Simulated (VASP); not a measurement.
Crystal: Mg.

```
Mg
1.0
     3.20930    0.00000    0.00000
    -1.60465    2.77934    0.00000
     0.00000    0.00000    5.21030
Mg
2
Cartesian
  0.0000 1.8529 1.3026
  1.6047 0.9264 3.9077
```

| Property | Result |
| --- | --- |
| Program | VASP 6.6.1 |
| Task | relaxation of cell and atoms |
| Functional | PBEsol |
| Potentials or basis | VASP PAW PBE potentials, release 64 (Mg) |
| Cutoff | 600 eV |
| k mesh | 8 × 8 × 5 |
| Occupations | methfessel-paxton, width 0.02 eV |
| Spin | no spin polarisation |

At the start: pressure -1.1 GPa; volume 23.24 Å³/atom.

Where does the relaxation end?

Over 3 steps the energy falls by 2.5 meV/atom and the volume is 22.54 Å³/atom (-3.0 %); space group P6_3/mmc (No. 194, to 0.1 Å) before and after.

The path:
```csv
step,energy change (eV),largest force (eV/Å),pressure (GPa),volume (Å³)
1,0.0000,0.0000,-1.10,46.47
2,-0.0048,0.0000,-0.28,45.41
3,-0.0051,0.0000,-0.01,45.09
```

Final structure:
```yaml
crystal:
  lattice:
    - [3.17318, 0.00000, 0.00000]
    - [-1.58659, 2.74806, 0.00000]
    - [0.00000, 0.00000, 5.17065]
  atoms:
    - { symbol: Mg, position: [0.33333, 0.66667, 0.25000] }
    - { symbol: Mg, position: [0.66667, 0.33333, 0.75000] }
```

Caveat: the PAW data sets were made with another functional, which shifts forces and pressure a little.
